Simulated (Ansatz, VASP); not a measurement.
**AlN in VASP and in Ansatz**

Contents of POSCAR:

```
AlN
1.0
    2.8609029891      0.0000000000      0.0000000000
   -1.4304514946      2.4776146663      0.0000000000
    0.0000000000      0.0000000000      4.8889447598
Al N
2 2
Direct
    0.0000000000      0.0000000000      0.0000000000
    0.0000000000      0.0000000000      0.5000000000
    0.3333333333      0.6666666667      0.2500000000
    0.6666666667      0.3333333333      0.7500000000
```

File INCAR.step1:

```
  PREC = Accurate
  ENCUT = 520
  ISMEAR = 0
  SIGMA = 0.01
  LREAL = F
  LASPH = T
  NELM = 100
  NBANDS = 16
  GGA = PE
  ALGO = Normal
  EDIFF = 1E-4
  LWAVE = T
  LCHARG = F
```

File INCAR.step2:

```
  PREC = Accurate
  ENCUT = 520
  EDIFF = 1E-6
  ISMEAR = 0
  SIGMA = 0.01
  LREAL = F
  LASPH = T
  NELM = 100
  ALGO = Normal
  ISIF = 2
  LWAVE = F
  LCHARG = F
  METAGGA = R2SCAN
  LMIXTAU = T
  NBANDS = 16
  ISTART = 1
```

File KPOINTS:

```
regular mesh
0
Gamma
  9 9 4
```

Input for Ansatz:

```yaml
crystal:
  lattice:
    - [2.8609029891, 0.0, 0.0]
    - [-1.4304514946, 2.4776146663, 0.0]
    - [0.0, 0.0, 4.8889447598]
  atoms:
    - { symbol: Al, position: [0.0, 0.0, 0.0] }
    - { symbol: Al, position: [0.0, 0.0, 0.5] }
    - { symbol: "N", position: [0.3333333333, 0.6666666667, 0.25] }
    - { symbol: "N", position: [0.6666666667, 0.3333333333, 0.75] }
kpoints:
  mp_grid: { grid: [9, 9, 4] }
hamiltonian:
  xc: r2scan
scf:
  occupations: { method: fixed }
  n_extra_bands: 5
output:
  forces: true
  stress: true
  eigenvalues: true
```

Alike in both runs: task single point; functional r2SCAN; k mesh 9 × 9 × 4; no spin polarisation.

```csv
,VASP,Ansatz
version,VASP 6.6.1,Ansatz 0.2.0
potentials or method,"VASP PAW PBE potentials, release 64 (Al, N)","plane waves, PAW"
plane-wave cutoff (eV),520,500
occupations,"gaussian, width 0.01 eV",fixed
valence electrons in the cell,16,16
```

Ansatz gave:

- gap on the k mesh at the Fermi level (eV): 5.48
- pressure (GPa): -7.4
- traceless stress, the component that is largest in VASP (GPa): -0.85

What did VASP give for the same quantities?

gap on the k mesh at the Fermi level (eV): 5.52; pressure (GPa): -8.1; traceless stress, the component that is largest in VASP (GPa): -0.96.

VASP's potentials were made for PBE, not for r2SCAN.
